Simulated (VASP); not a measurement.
# BeSeO4 (P6_3mc) in VASP: relaxation of cell and atoms with PBE

Aim: the relaxation of cell and atoms of BeSeO4 with PBE.

Program: VASP 6.6.1. These are calculated values, not measurements. Logs are shortened: lines on timing, memory, paths and dates and some standing lists are left out, and cuts for length are marked.

### 1 The cell of the first run

Symmetry: P6_3mc, No. 186, hexagonal system. Conventional cell: a = 5.319 Å, b = 5.319 Å, c = 8.680 Å, α = 90.00°, β = 90.00°, γ = 120.00°. Within 2.2 Å of Be (site symmetry 3m) lie 4 O at 1.62 Å. Within 2.2 Å of Se (site symmetry 3m) lie 4 O at 1.63 Å. Within 2.2 Å of O (site symmetry 3m) lie 1 Be at 1.62 Å and 1 Se at 1.63 Å. O (site symmetry m) has 1 Be at 1.62 Å and 1 Se at 1.63 Å within 2.2 Å.

The cell was generated, and may not be a known phase.

### 2 Relaxation of cell and atoms, PBE

INCAR

```
ALGO     = Normal         # electronic algorithm
EDIFF    = 1E-6           # SCF threshold, eV
EDIFFG   = -0.01          # ionic threshold
ENCUT    = 600            # plane-wave cutoff, eV
GGA      = PE             # functional
IBRION   = 2              # ionic algorithm
ISIF     = 3              # what is computed and relaxed
ISMEAR   = 0              # smearing method
LASPH    = True           # aspherical terms in the spheres
LCHARG   = False          # write CHGCAR
LREAL    = False          # projectors in reciprocal space
LWAVE    = False          # write WAVECAR
NELM     = 100            # most SCF steps
NSW      = 100            # ionic steps
PREC     = Accurate       # precision mode
SIGMA    = 0.02           # smearing width, eV
```

KPOINTS

```
k-points
0
Gamma
  6 6 4
```

POSCAR

```
BeSeO4
1.0
    5.3186627000      0.0000000000      0.0000000000
   -2.6593313000      4.6060970000      0.0000000000
    0.0000000000      0.0000000000      8.6802249000
Be Se O
2 2 8
Direct
    0.6666667000      0.3333333000      0.0775050000
    0.3333333000      0.6666667000      0.5775050000
    0.6666667000      0.3333333000      0.4524460000
    0.3333333000      0.6666667000      0.9524460000
    0.6666667000      0.3333333000      0.2642940000
    0.5005690000      0.0011380000      0.0148790000
    0.5005690000      0.4994310000      0.0148790000
    0.9988620000      0.4994310000      0.0148790000
    0.0011380000      0.5005690000      0.5148790000
    0.4994310000      0.5005690000      0.5148790000
    0.4994310000      0.9988620000      0.5148790000
    0.3333333000      0.6666667000      0.7642940000
```

Potentials or basis: VASP PAW PBE potentials, release 64 (Be, Se, O).

Launch:

```bash
$ cat potpaw_PBE.64/Be/POTCAR potpaw_PBE.64/Se/POTCAR potpaw_PBE.64/O/POTCAR > POTCAR
$ mpirun -np 1 vasp_std > vasp.out
```

OUTCAR:

```text
EDIFF = 1E-6
   EDIFFG = -0.01
   ENCUT = 600
   GGA = PE
   IBRION = 2
   ISIF = 3
   ISMEAR = 0
   LASPH = True
   LREAL = False
   NELM = 100
   NSW = 100
   PREC = Accurate

 ion  position               nearest neighbor table
   1  0.667  0.333  0.078-   5 1.62   6 1.62   8 1.62   7 1.62
   2  0.333  0.667  0.578-  12 1.62  11 1.62   9 1.62  10 1.62
   3  0.667  0.333  0.452-  11 1.63   9 1.63  10 1.63   5 1.63
   4  0.333  0.667  0.952-   6 1.63   8 1.63   7 1.63  12 1.63
   5  0.667  0.333  0.264-   1 1.62   3 1.63
   6  0.501  0.001  0.015-   1 1.62   4 1.63
   7  0.501  0.499  0.015-   1 1.62   4 1.63
   8  0.999  0.499  0.015-   1 1.62   4 1.63
   9  0.001  0.501  0.515-   2 1.62   3 1.63
  10  0.499  0.501  0.515-   2 1.62   3 1.63
  11  0.499  0.999  0.515-   2 1.62   3 1.63
  12  0.333  0.667  0.764-   2 1.62   4 1.63

  LATTYP: Found a hexagonal cell.
 ALAT       =     5.3186627000
 C/A-ratio  =     1.6320314691

  Lattice vectors:

 A1 = (   5.3186627000,   0.0000000000,   0.0000000000)
 A2 = (  -2.6593313000,   4.6060970000,   0.0000000000)
 A3 = (   0.0000000000,   0.0000000000,   8.6802249000)

Analysis of symmetry for initial positions (statically):
=====================================================================
 Subroutine PRICEL returns:
 Original cell was already a primitive cell.

 Routine SETGRP: Setting up the symmetry group for a
 hexagonal supercell.

 Subroutine GETGRP returns: Found 12 space group operations
 (whereof  6 operations were pure point group operations)
 out of a pool of 24 trial point group operations.

The static configuration has the point symmetry C_3v.
 The point group associated with its full space group is C_6v.

Analysis of symmetry for dynamics (positions and initial velocities):
=====================================================================
 Subroutine PRICEL returns:
 Original cell was already a primitive cell.

 Routine SETGRP: Setting up the symmetry group for a
 hexagonal supercell.

 Subroutine GETGRP returns: Found 12 space group operations
 (whereof  6 operations were pure point group operations)
 out of a pool of 24 trial point group operations.

The dynamic configuration has the point symmetry C_3v.
 The point group associated with its full space group is C_6v.

 Subroutine INISYM returns: Found 12 space group operations
 (whereof  6 operations are pure point group operations),
 and found     1 'primitive' translations

----------------------------------------------------------------------------------------

                                     Primitive cell

  volume of cell :     212.6505

  direct lattice vectors                    reciprocal lattice vectors
     5.318662700  0.000000000  0.000000000     0.188017187  0.108551772  0.000000000
    -2.659331300  4.606097000  0.000000000     0.000000000  0.217103548  0.000000000
     0.000000000  0.000000000  8.680224900     0.000000000  0.000000000  0.115204388

  length of vectors
     5.318662700  5.318662664  8.680224900     0.217103546  0.217103548  0.115204388

  position of ions in fractional coordinates (direct lattice)
     0.666666700  0.333333300  0.077505000
     0.333333300  0.666666700  0.577505000
     0.666666700  0.333333300  0.452446000
     0.333333300  0.666666700  0.952446000
     0.666666700  0.333333300  0.264294000
     0.500569000  0.001138000  0.014879000
     0.500569000  0.499431000  0.014879000
     0.998862000  0.499431000  0.014879000
     0.001138000  0.500569000  0.514879000
     0.499431000  0.500569000  0.514879000
     0.499431000  0.998862000  0.514879000
     0.333333300  0.666666700  0.764294000

  ion indices of the primitive-cell ions
   primitive index   ion index
                 1           1
                 2           2
                 3           3
                 4           4
                 5           5
                 6           6
                 7           7
                 8           8
                 9           9
                10          10
                11          11
                12          12

----------------------------------------------------------------------------------------

 KPOINTS: k-points

Automatic generation of k-mesh.
 Grid dimensions read from file:
 generate k-points for:    6    6    4

 Generating k-lattice:

  Cartesian coordinates                     Fractional coordinates (reciprocal lattice)
     0.031336198  0.018091962  0.000000000     0.166666667  0.000000000  0.000000000
     0.000000000  0.036183925  0.000000000     0.000000000  0.166666667  0.000000000
     0.000000000  0.000000000  0.028801097     0.000000000  0.000000000  0.250000000

  Length of vectors
     0.036183924  0.036183925  0.028801097

  Shift w.r.t. Gamma in fractional coordinates (k-lattice)
     0.000000000  0.000000000  0.000000000

 Subroutine IBZKPT returns following result:
 ===========================================

 Found     21 irreducible k-points:

 Following reciprocal coordinates:
            Coordinates               Weight
  0.000000  0.000000  0.000000      1.000000
  0.166667  0.000000  0.000000      6.000000
  0.333333  0.000000  0.000000      6.000000
  0.500000  0.000000  0.000000      3.000000
  0.166667  0.166667  0.000000      6.000000
  0.333333  0.166667  0.000000     12.000000
[... 13 lines left out ...]
  0.333333  0.166667  0.500000     12.000000
  0.333333  0.333333  0.500000      2.000000
   k-points           NKPTS =     21   k-points in BZ     NKDIM =     21   number of bands    NBANDS=     39
   number of dos      NEDOS =    301   number of ions     NIONS =     12
   total plane-waves  NPLWV = 123480
   dimension x,y,z NGX =    42 NGY =   42 NGZ =   70
   dimension x,y,z NGXF=    84 NGYF=   84 NGZF=  140
   ions per type =               2   2   8
   NGX,Y,Z   is equivalent  to a cutoff of  13.13, 13.13, 13.41 a.u.
   NGXF,Y,Z  is equivalent  to a cutoff of  26.26, 26.26, 26.81 a.u.
 SYSTEM =  unknown system
   PREC   = accura    normal or accurate (medium, high low for compatibility)
   ISTART =      0    job   : 0-new  1-cont  2-samecut
   ICHARG =      2    charge: 1-file 2-atom 10-const
   ISPIN  =      1    spin polarized calculation?
   LNONCOLLINEAR =      F non collinear calculations
   LSORBIT =      F    spin-orbit coupling
   LASPH  =      T    aspherical Exc in radial PAW
   ENCUT  =  600.0 eV  44.10 Ry    6.64 a.u.  10.62 10.62 17.34*2*pi/ulx,y,z
   NELM   =    100;   NELMIN=  2; NELMDL= -5     # of ELM steps
   EDIFF  = 0.1E-05   stopping-criterion for ELM
   LREAL  =      F    real-space projection
   EDIFFG = -.1E-01   stopping-criterion for IOM
   NSW    =    100    number of steps for IOM
   IBRION =      2    ionic relax: 0-MD 1-quasi-New 2-CG
   NFREE  =      1    steps in history (QN), initial steepest desc. (CG)
   ISIF   =      3    stress and relaxation
   ISYM   =      2    0-nonsym 1-usesym 2-fastsym
   POTIM  = 0.5000    time-step for ionic-motion
   TEBEG  =    0.0;   TEEND  =   0.0 temperature during run
   PSTRESS=    0.0 pullay stress
   NELECT =      64.0000    total number of electrons
   NUPDOWN=      -1.0000    fix difference up-down
   EMIN   =  10.00;   EMAX   =-10.00  energy-range for DOS
   EFERMI =   0.00;   METHOD = LEGACY
   ISMEAR =     0;   SIGMA  =   0.02  broadening in eV -4-tet -1-fermi 0-gaus
   EFERMI_NEDOS =   21; number of points for ismear=-14 and -15
   IALGO  =     38    algorithm
   IMIX   =      4    mixing-type and parameters
     AMIX     =   0.40;   BMIX     =  1.00
     AMIX_MAG =   1.60;   BMIX_MAG =  1.00
  volume/ion in A,a.u.               =      17.72       119.59
  Fermi-wavevector in a.u.,A,eV,Ry     =   1.097099  2.073217 16.376342  1.203627
  Thomas-Fermi vector in A             =   2.233453
   LORBIT       =      0    0 simple, 1 ext, 2 COOP (PROOUT), +10 PAW based schemes
   GGA     = PE    functional components
   LHFCALC =     F    Hartree Fock is set to
   AEXX    =    0.0000 exact exchange contribution
   IVDW    =     0    specifies the selected vdW correction
   LEPSILON=     F    determine dielectric tensor
   LRPA    =     F    only Hartree local field effects (RPA)
 conjugate gradient relaxation of ions
 non-spin polarized calculation
 Gauss-broadening in eV      SIGMA  =   0.02
  energy-cutoff  :      600.00
  volume of cell :      212.65
 maximum number of plane-waves:      7140
   NGX = 21   NGY = 21   NGZ = 35

--------------------------------------- Ionic step        1  -------------------------------------------

 number of electron      64.0000004 magnetization

 Free energy of the ion-electron system (eV)
  ---------------------------------------------------
  ext. energy  EPLUGINS =         0.00000000
  ---------------------------------------------------
  free energy    TOTEN  =       -68.40408459 eV

  energy without entropy =      -68.40408459  energy(sigma->0) =      -68.40408459

------------------------ aborting loop because EDIFF is reached ----------------------------------------

  FORCE on cell =-STRESS in cart. coord.  units (eV):
  Direction    XX          YY          ZZ          XY          YZ          ZX
  --------------------------------------------------------------------------------------
  -------------------------------------------------------------------------------------
  Total        0.7720536      0.7720536      0.8278737      0.0000000     -0.0000000      0.0000000
  in kB        5.8168989      5.8168989      6.2374657      0.0000001     -0.0000000      0.0000000
  external PRESSURE =       5.9570878 kB  Pullay stress =       0.0000000 kB
[... 77 lines left out ...]
  energy  without entropy=      -68.3777695631  energy(sigma->0) =      -68.37776956

--------------------------------------- Ionic step        3  -------------------------------------------

 number of electron      64.0000006 magnetization

 Free energy of the ion-electron system (eV)
  ---------------------------------------------------
  ext. energy  EPLUGINS =         0.00000000
  ---------------------------------------------------
  free energy    TOTEN  =       -68.40904462 eV

  energy without entropy =      -68.40904462  energy(sigma->0) =      -68.40904462

 E-fermi :  -2.0160     XC(G=0):  -7.1849

 val. band max:       -2.1394072383   @ k =   0.0000   0.0000   0.0000
 cond. band min:       1.2131894517   @ k =   0.0000   0.0000   0.0000
 fundamental gap:      3.3525966900
 Fermi energy:        -2.0159885559

 k-point     1 :       0.0000    0.0000    0.0000
  band No.  band energies     occupation
      1     -23.5342      2.00000
      2     -23.4351      2.00000
      3     -20.1570      2.00000
      4     -19.8625      2.00000
      5     -19.8625      2.00000
      6     -19.8497      2.00000
[... 910 lines left out ...]
  FREE ENERGIE OF THE ION-ELECTRON SYSTEM (eV)
  ---------------------------------------------------
  free  energy   TOTEN  =       -68.4090446204 eV

  energy  without entropy=      -68.4090446204  energy(sigma->0) =      -68.40904462

 reached required accuracy - stopping structural energy minimisation
```

Run time: 4.5 min. Hardware: 1 thread of Intel Xeon 6975P-C (Granite Rapids), shared host; peak memory 0.47 GiB.

Results:

```yaml
Free_energy: -68.4090 eV
Relaxed_volume: 17.77 Å³/atom
Relaxed_cell: a = 5.323 Å, b = 5.323 Å, c = 8.688 Å, α = 90.00°, β = 90.00°, γ = 120.00°
Space_group_after_relaxing_to_0.1_Å: P6_3mc (No. 186)
Energy_gained_by_relaxing: 0.4 meV/atom
Ionic_steps: 3
Pressure_after_relaxing: 0.0 GPa
Largest_force_after_relaxing: 0.004 eV/Å
Band_gap_on_the_k_mesh: 3.35 eV
```

Forces in eV/Å, atoms in the order of the input:
```
Be   0.000  0.000 -0.002
Be   0.000  0.000 -0.002
Se   0.000  0.000 -0.004
Se   0.000  0.000 -0.004
O    0.000  0.000  0.001
O    0.000  0.003  0.001
O    0.003 -0.002  0.001
O   -0.003 -0.002  0.001
O    0.003  0.002  0.001
O   -0.003  0.002  0.001
O    0.000 -0.003  0.001
O    0.000  0.000  0.001
```

Step by step:
```csv
step,energy change (eV),largest force (eV/Å),pressure (GPa),volume (Å³)
1,0.0000,0.2713,0.60,212.65
2,0.0263,0.6605,-1.47,214.68
3,-0.0050,0.0040,-0.02,213.22
```

Final structure:
```cif
data_structure
_symmetry_space_group_name_H-M 'P 1'
_symmetry_Int_Tables_number 1
_cell_length_a 5.3233
_cell_length_b 5.3233
_cell_length_c 8.6883
_cell_angle_alpha 90.000
_cell_angle_beta 90.000
_cell_angle_gamma 120.000
_cell_volume 213.22
loop_
_atom_site_label
_atom_site_type_symbol
_atom_site_fract_x
_atom_site_fract_y
_atom_site_fract_z
_atom_site_occupancy
Be1 Be 0.66667 0.33333 0.07750 1
Be2 Be 0.33333 0.66667 0.57750 1
Se1 Se 0.66667 0.33333 0.45245 1
Se2 Se 0.33333 0.66667 0.95245 1
O1 O 0.66667 0.33333 0.26387 1
O2 O 0.50094 0.00189 0.01502 1
O3 O 0.50094 0.49906 0.01502 1
O4 O 0.99811 0.49906 0.01502 1
O5 O 0.00189 0.50094 0.51502 1
O6 O 0.49906 0.50094 0.51502 1
O7 O 0.49906 0.99811 0.51502 1
O8 O 0.33333 0.66667 0.76387 1
```

Levels at points of the mesh, in eV from the valence-band top:
| k point | band 28 | band 29 | band 30 | band 31 | band 32 | band 33 | band 34 | band 35 | band 36 | band 37 |
| --- | --- | --- | --- | --- | --- | --- | --- | --- | --- | --- |
| (0.00, 0.00, 0.00) | -0.65 | -0.02 | -0.02 | 0.00 | 0.00 | 3.35 | 4.14 | 6.64 | 6.78 | 6.94 |
| (0.50, 0.00, 0.00) | -0.89 | -0.68 | -0.67 | -0.43 | -0.01 | 4.31 | 4.63 | 7.53 | 7.74 | 7.99 |
| (0.00, 0.00, 0.50) | -0.36 | -0.36 | -0.36 | 0.00 | 0.00 | 3.82 | 3.82 | 7.04 | 7.04 | 7.46 |
| (0.50, 0.00, 0.50) | -0.72 | -0.54 | -0.54 | -0.25 | -0.25 | 4.40 | 4.40 | 7.57 | 7.57 | 8.29 |

A k mesh can miss the band edges.
